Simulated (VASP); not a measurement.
Input of a VASP 6.6.1 run:

Contents of INCAR:

```
SYSTEM = Ti3W2
PREC     = Accurate       ! precision mode
ENCUT    = 600            ! plane-wave cutoff, eV
EDIFF    = 1E-6           ! SCF threshold, eV
ISMEAR   = 0              ! smearing method
SIGMA    = 0.1            ! smearing width, eV
LREAL    = .False.        ! projectors in reciprocal space
LASPH    = .True.         ! aspherical terms in the spheres
NELM     = 80             ! most SCF steps
ALGO     = Normal         ! electronic algorithm
ISIF     = 3              ! what is computed and relaxed
LWAVE    = .False.        ! write WAVECAR
LCHARG   = .False.        ! write CHGCAR
GGA      = PE             ! functional
IBRION   = 2              ! ionic algorithm
NSW      = 90             ! ionic steps
EDIFFG   = -0.04          ! ionic threshold
```

KPOINTS

```
Automatic mesh
0
Gamma
  6 6 4
  0 0 0
```

The input POSCAR:

```
Ti3W2
1.0
    4.1783723700      0.0000000000      0.0000000000
   -2.0891861900      3.6185766200      0.0000000000
    0.0000000000      0.0000000000      5.1534804200
Ti W
3 2
Direct
    0.0000000000      0.0000000000      0.0000000000
    0.3333333300      0.6666666700      0.6468302000
    0.6666666700      0.3333333300      0.3531698000
    0.3333333300      0.6666666700      0.1661255100
    0.6666666700      0.3333333300      0.8338744900
```

Potentials or basis: VASP PAW PBE potentials, release 64 (Ti_sv, W_sv).

Launch:

```bash
$ cat potpaw_PBE.64/Ti_sv/POTCAR potpaw_PBE.64/W_sv/POTCAR > POTCAR
$ mpirun -np 1 vasp_std > vasp.out
```

Estimate the band gap on the k mesh.

zero (bands 32 and 33 overlap by 0.37 eV).

What does it give for the relaxed volume?

18.71 Å³/atom.

What does it give for the space group after relaxing (to 0.1 Å)?

P-3m1 (No. 164).

The path:
```
step  energy change (eV)  largest force (eV/Å)  pressure (GPa)  volume (Å³)
   1              0.0000                0.9780           29.02        77.92
   2              0.5329                1.4027          -20.36       114.28
   3             -1.1239                1.3208           -1.71        92.46
   4             -1.1265                1.3096           -0.78        91.79
   5             -1.1264                1.3044           -0.32        91.50
   6             -1.2618                0.9350            0.15        91.74
   7             -1.3706                0.7107            2.22        92.20
   8             -1.4560                0.7287           -0.60        94.54
   9             -1.4723                0.7715           -2.14        95.93
  10             -1.5459                0.7971           -0.65        94.77
  11             -1.5711                0.8194            1.37        93.46
  12             -1.6118                0.1190           -0.46        94.01
  13             -1.6119                0.1644           -0.40        93.98
  14             -1.6275                0.0729            0.02        93.54
  15             -1.6303                0.0646            0.34        93.22
  16             -1.6303                0.0614            0.34        93.24
  17             -1.6303                0.0554            0.30        93.28
  18             -1.6303                0.0594            0.30        93.25
  19             -1.6308                0.0572           -0.19        93.60
  20             -1.6308                0.0577           -0.16        93.56
  21             -1.6311                0.0261           -0.08        93.53
```

Caveat: the volume moved by over 15 % at a fixed basis, so the end points are rough; spin-orbit coupling is left out, which moves the levels of the heavy elements.
